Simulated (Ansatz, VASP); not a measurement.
# Two plane-wave programs on Pd

The input INCAR:

```
  PREC = Accurate
  ENCUT = 600
  EDIFF = 1E-7
  ISMEAR = 0
  SIGMA = 0.1
  LREAL = F
  LASPH = T
  NELM = 100
  ALGO = Normal
  ISIF = 3
  LWAVE = F
  LCHARG = F
  GGA = PS
  IBRION = 2
  NSW = 80
  EDIFFG = -0.01
```

File KPOINTS:

```
regular mesh
0
Gamma
  18 18 10
```

File POSCAR:

```
Pd
1.0
    2.7194129574      0.0000000000      0.0000000000
   -1.3597064787      2.3550807045      0.0000000000
    0.0000000000      0.0000000000      4.5617516726
Pd
2
Direct
    0.6666666667      0.3333333333      0.7500000000
    0.3333333333      0.6666666667      0.2500000000
```

Input for Ansatz:

```yaml
crystal:
  lattice:
    - [2.7194129574, 0.0, 0.0]
    - [-1.3597064787, 2.3550807045, 0.0]
    - [0.0, 0.0, 4.5617516726]
  atoms:
    - { symbol: Pd, position: [0.6666666667, 0.3333333333, 0.75] }
    - { symbol: Pd, position: [0.3333333333, 0.6666666667, 0.25] }
basis:
  ecutwfc: 420
kpoints:
  mp_grid: { grid: [18, 18, 10] }
hamiltonian:
  xc: pbesol
scf:
  occupations: { method: gaussian, width: 0.1 }
output:
  forces: true
  stress: true
  eigenvalues: true
relax:
  adjacent_minimum: "off"
  f_tol: 0.01
  max_steps: 60
  cell: { stress_tol: 0.1 }
```

Alike in both runs: task relaxation of cell and atoms; functional PBEsol; k mesh 18 × 18 × 10; occupations gaussian, width 0.1 eV; no spin polarisation.

|  | VASP | Ansatz |
| --- | --- | --- |
| version | VASP 6.6.1 | Ansatz 0.2.0 |
| potentials or method | VASP PAW PBE potentials, release 64 (Pd), cutoff 600 eV | scalar-relativistic, plane waves, PAW |
| valence electrons in the cell | 20 | 36 |

Ansatz gave:

| Item | Value |
| --- | --- |
| gap on the k mesh at the Fermi level, each at its own relaxed structure (eV) | none |
| relaxed volume (Å³/atom) | 14.62 |
| relaxed cell length with the largest relative difference (Å) | 4.566 |

Which values does VASP return?

gap on the k mesh at the Fermi level, each at its own relaxed structure (eV): none; relaxed volume (Å³/atom): 14.59; relaxed cell length with the largest relative difference (Å): 4.561.

VASP's potentials were made for PBE, not for PBEsol. A gap of «none» marks a metal or a gap that the smearing closes. VASP's potentials hold 20 valence electrons a cell and Ansatz's 36, so a difference there can come from the potentials and not from the codes.
